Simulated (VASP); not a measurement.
Set up this calculation in VASP 6.6.1, as the native input.

```yaml
Task: single point
Functional: PBEsol
Potentials_or_basis: VASP PAW PBE potentials, release 64 (Al, Pt)
Cutoff: 520 eV
k_mesh: 3 × 3 × 1
Occupations: fermi-dirac, width 0.05 eV
Spin: no spin polarisation
Dipole_correction: no
Further_INCAR_settings: ALGO = Normal; EDIFF = 1e-06; NBANDS = 35
```

The structure of Al12Pt lies in POSCAR:

```
Al12Pt
1.0
    5.7275650000      0.0000000000      0.0000000000
    2.8637820000      4.9602170000      0.0000000000
    0.0000000000      0.0000000000     16.6765370000
Al Pt
12 1
Direct
    0.1666666208      0.1666667003      0.0599644878
    0.6666667081      0.1666667003      0.0599644878
    0.1666666712      0.6666665995      0.0599644878
    0.6666667585      0.6666665995      0.0599644878
   -0.1602426309      0.3322110706      0.2007581070
    0.3342179278      0.3393512824      0.1944324532
   -0.1614913549      0.8306013628      0.2046231781
    0.3194068774      0.8496660529      0.1962560333
   -0.0343864975      0.0280405071      0.3506776617
    0.4898501107     -0.0178129304      0.3313168675
    0.0227757018      0.5022217778      0.3466553638
    0.5025703664      0.5466081423      0.3248332073
    0.4978561401      0.2739714815      0.4256765059
```

One way to write it, as run:

INCAR

```
  PREC = Accurate
  ENCUT = 520
  EDIFF = 1E-6
  ISMEAR = -1
  SIGMA = 0.05
  LREAL = F
  LASPH = T
  NELM = 100
  ALGO = Normal
  ISIF = 2
  LWAVE = F
  LCHARG = F
  GGA = PS
  NBANDS = 35
```

KPOINTS

```
Automatic mesh
0
Gamma
  3 3 1
```

Potentials or basis: VASP PAW PBE potentials, release 64 (Al, Pt).

Run with:

```bash
$ cat potpaw_PBE.64/Al/POTCAR potpaw_PBE.64/Pt/POTCAR > POTCAR
$ mpirun -np 1 vasp_std > vasp.out
```

Results of the run:

```yaml
Largest_force: 0.310 eV/Å
Band_gap_on_the_k_mesh: zero (bands 23 and 24 overlap by 0.01 eV)
```

Caveat: the k points lie up to 0.42 Å⁻¹ apart; the PAW data sets were made with another functional, which shifts forces and pressure a little; spin-orbit coupling is left out, which moves the levels of the heavy elements.

It took 2 min on 1 thread of AMD EPYC 9R45 96-Core Processor (Zen 5) (shared host), peak memory 0.59 GiB.
